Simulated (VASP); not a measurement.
# CsSnI3: single point with PBE

The system is CsSnI3.

```
CELL_PARAMETERS angstrom
6.18597 0.00000 0.00000
0.00000 6.18597 0.00000
0.00000 0.00000 6.18597
ATOMIC_POSITIONS crystal
Cs 0.00000 0.00000 0.00000
I 0.00000 0.50000 0.50000
I 0.50000 0.00000 0.50000
I 0.50000 0.50000 0.00000
Sn 0.50000 0.50000 0.50000
```

```
Program                 : VASP 6.6.1
Task                    : single point
Functional              : PBE
Potentials or basis     : VASP PAW PBE potentials, release 64 (Cs_sv, I, Sn_d)
Cutoff                  : 520 eV
k mesh                  : 4 × 4 × 4
Occupations             : gaussian, width 0.0144 eV
Spin                    : no spin polarisation
Dipole correction       : no
k mesh for the DOS      : 6 × 6 × 6
Occupations for the DOS : tetrahedron
Further INCAR settings  : ALGO = Normal; EDIFF = 1e-06; NBANDS = 30
```

| Quantity | Value |
| --- | --- |
| Valence electrons inside the program's atomic spheres | Cs 6.55; I 4.31; Sn 12.05 |

Levels at points of the mesh, in eV from the valence-band top:
| k point | band 19 | band 20 | band 21 | band 22 | band 23 | band 24 | band 25 | band 26 |
| --- | --- | --- | --- | --- | --- | --- | --- | --- |
| (0.00, 0.00, 0.00) | -2.42 | -2.26 | -2.26 | -2.26 | 2.12 | 3.02 | 3.02 | 3.35 |
| (0.50, 0.00, 0.00) | -2.59 | -2.39 | -2.39 | -1.62 | 1.03 | 3.68 | 3.85 | 4.11 |
| (0.50, 0.50, 0.00) | -2.74 | -2.61 | -1.83 | -0.80 | 0.71 | 0.71 | 3.95 | 4.14 |
| (0.50, 0.50, 0.50) | -1.81 | -1.81 | -1.81 | 0.00 | 0.26 | 0.26 | 0.26 | 2.92 |

Wall time 4 min on 1 thread of Oxide Virtual Turin-like Processor, on a shared host, peak memory 0.34 GiB.

Caveat: spin-orbit coupling is left out, which moves the levels of the heavy elements.
